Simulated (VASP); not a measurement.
A run of VASP 6.6.1 is set up as follows.

Contents of INCAR:

```
PREC = Accurate
ENCUT = 520
EDIFF = 1E-6
ISMEAR = 0
SIGMA = 0.1
LREAL = F
LASPH = T
NELM = 100
ALGO = Normal
ISIF = 2
LWAVE = F
LCHARG = F
LDIPOL = T
IDIPOL = 3
DIPOL = 0.5 0.5 0.323
GGA = PE
IVDW = 12
NBANDS = 53
```

The input KPOINTS:

```
regular mesh
0
Gamma
  6 6 1
```

File POSCAR:

```
SiW6
1.0
    4.4682526257      0.0000000000      0.0000000000
   -2.2341263128      3.8696202844      0.0000000000
    0.0000000000      0.0000000000     21.6259061357
W Si
6 1
Direct
    0.6666666667      0.3333333333      0.1849633479
    0.3333333333      0.6666666667      0.2271386095
    0.0000000000      0.0000000000      0.2693138710
    0.6666666667      0.3333333333      0.3085097946
    0.3333333333      0.6666666667      0.3483008428
    0.0000000000      0.0000000000      0.3849968683
    0.2222222222      0.1111111111      0.5375916303
```

Potentials or basis: VASP PAW PBE potentials, release 64 (W_sv, Si).

Run with:

```sh
$ cat potpaw_PBE.64/W_sv/POTCAR potpaw_PBE.64/Si/POTCAR > POTCAR
$ mpirun -np 1 vasp_std > vasp.out
```

(1) What does it give for the largest force?

(2) Predict the dispersion energy per atom.

## Answers

(1) 2.146 eV/Å.

(2) -0.395 eV.
